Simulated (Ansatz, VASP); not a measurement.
**MgZr2N: VASP beside Ansatz**

INCAR

```
SYSTEM = MgZr2N
ALGO = Normal
EDIFF = 1E-6
EDIFFG = -0.01
ENCUT = 600
GGA = PE
IBRION = 2
ISIF = 3
ISMEAR = 0
LASPH = .True.
LCHARG = .False.
LREAL = .False.
LWAVE = .False.
NELM = 80
NSW = 100
PREC = Accurate
SIGMA = 0.1
```

File KPOINTS:

```
k-points
0
Gamma
  12 12 12
  0 0 0
```

The input POSCAR:

```
MgZr2N
1.0
    4.5875099212      0.0000000000      0.0000000000
   -2.2937549606      3.9729001319      0.0000000000
    0.0000000000      0.0000000000      3.9011402508
Mg Zr N
1 2 1
Direct
    0.0000000000      0.0000000000      0.0000000000
    0.3333333333      0.6666666667      0.5000000000
    0.6666666667      0.3333333333      0.5000000000
    0.0000000000      0.0000000000      0.5000000000
```

Input for Ansatz:

```yaml
crystal:
  lattice:
    - [4.5875099212, 0.0, 0.0]
    - [-2.2937549606, 3.9729001319, 0.0]
    - [0.0, 0.0, 3.9011402508]
  atoms:
    - { symbol: Mg, position: [0.0, 0.0, 0.0] }
    - { symbol: Zr, position: [0.3333333333, 0.6666666667, 0.5] }
    - { symbol: Zr, position: [0.6666666667, 0.3333333333, 0.5] }
    - { symbol: "N", position: [0.0, 0.0, 0.5] }
basis:
  ecutwfc: 420
kpoints:
  mp_grid: { grid: [12, 12, 12] }
hamiltonian:
  xc: pbe
scf:
  occupations: { method: gaussian, width: 0.1 }
output:
  forces: true
  stress: true
  eigenvalues: true
  write_density: true
  write_potential: true
  elf: true
  volumetric_format: npy
relax:
  adjacent_minimum: "off"
  f_tol: 0.01
  max_steps: 80
  cell: { stress_tol: 0.05 }
```

Alike in both runs: task relaxation of cell and atoms; functional PBE; k mesh 12 × 12 × 12; occupations gaussian, width 0.1 eV; no spin polarisation.

|  | VASP | Ansatz |
| --- | --- | --- |
| version | VASP 6.6.1 | Ansatz 0.2.0 |
| potentials or method | VASP PAW PBE potentials, release 64 (Mg, Zr_sv, N), cutoff 600 eV | scalar-relativistic, plane waves, PAW |
| valence electrons in the cell | 31 | 39 |

```tsv
	VASP	Ansatz	Ansatz less VASP
gap on the k mesh at the Fermi level, each at its own relaxed structure (eV)	none	none	-
relaxed volume (Å³/atom)	17.66	17.66	-0.002
relaxed cell length with the largest relative difference (Å)	3.937	3.941	+0.0036
```

A gap of «none» marks a metal or a gap that the smearing closes. VASP's potentials hold 31 valence electrons a cell and Ansatz's 39, so a difference there can come from the potentials and not from the codes.
